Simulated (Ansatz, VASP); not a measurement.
## One calculation of Ta2N, two programs

```xyz
3
Lattice="3.0708 0.0000 0.0000 -1.5354 2.6594 0.0000 0.0000 0.0000 4.8040" Properties=species:S:1:pos:R:3 pbc="T T T"
Ta    0.0000    1.7729    1.2236
Ta    1.5354    0.8865    3.5804
N     0.0000    0.0000    0.0000
```

Alike in both runs: task single point; functional r2SCAN; k mesh 10 × 10 × 6; occupations fermi-dirac, width 0.05 eV; no spin polarisation.

```csv
,VASP,Ansatz
version,VASP 6.6.1,Ansatz 0.2.0
potentials or method,"VASP PAW PBE potentials, release 64 (Ta_pv, N)",Ansatz PAW
plane-wave cutoff (eV),520,500
valence electrons in the cell,27,31
```

Ansatz gave:

* gap on the k mesh at the Fermi level (eV): none
* pressure (GPa): 7.1
* traceless stress, the component that is largest in VASP (GPa): 2.14
* rms of the force components (eV/Å): 0.164

Problem. What did VASP give for the same quantities?

Solution. gap on the k mesh at the Fermi level (eV): none; pressure (GPa): 8.3; traceless stress, the component that is largest in VASP (GPa): 1.96; rms of the force components (eV/Å): 0.204.

VASP's potentials were made for PBE, not for r2SCAN. Atom by atom the forces differ by 0.040 eV/Å (rms over components). A gap of «none» marks a metal or a gap that the smearing closes. With one functional, cell and mesh, what is left measures potentials, basis and numerics. VASP's potentials hold 27 valence electrons a cell and Ansatz's 31, so a difference there can come from the potentials and not from the codes.

Spin-orbit coupling is off throughout.
